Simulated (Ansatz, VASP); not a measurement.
# InSe: VASP beside Ansatz

```
In Se
1.0
     4.03177    0.00000    0.00000
    -2.01589    3.49162    0.00000
     0.00000    0.00000   16.76237
In Se
4 4
Cartesian
  0.0000 2.3277 2.7936
  2.0159 1.1639 11.1748
  0.0000 2.3277 5.5876
  2.0159 1.1639 13.9688
  0.0000 2.3277 9.8876
  2.0159 1.1639 1.5065
  0.0000 2.3277 15.2559
  2.0159 1.1639 6.8747
```

Alike in both runs: functional PBE; dispersion D3(BJ); k mesh 12 × 12 × 2; occupations gaussian, width 0.02 eV; no spin polarisation.

Ansatz relaxed the structure, and its values are those at the end. VASP's run is a single point on that final structure, the one shown.

|  | VASP | Ansatz |
| --- | --- | --- |
| version | VASP 6.6.1 | Ansatz 0.2.0 |
| potentials or method | VASP PAW PBE potentials, release 64 (In_d, Se), cutoff 520 eV | scalar-relativistic, plane waves, PAW |
| valence electrons in the cell | 76 | 116 |

VASP gave:

```
gap on the k mesh at the Fermi level (eV) : 0.36
least direct gap on the mesh (eV)         : 0.36
pressure (GPa)                            : 0.0
rms of the force components (eV/Å)        : 0.008
```

Estimate Ansatz's values.

gap on the k mesh at the Fermi level (eV): 0.37; least direct gap on the mesh (eV): 0.37; pressure (GPa): 0.0; rms of the force components (eV/Å): 0.001.

VASP's potentials hold 76 valence electrons a cell and Ansatz's 116, so a difference there can come from the potentials and not from the codes.
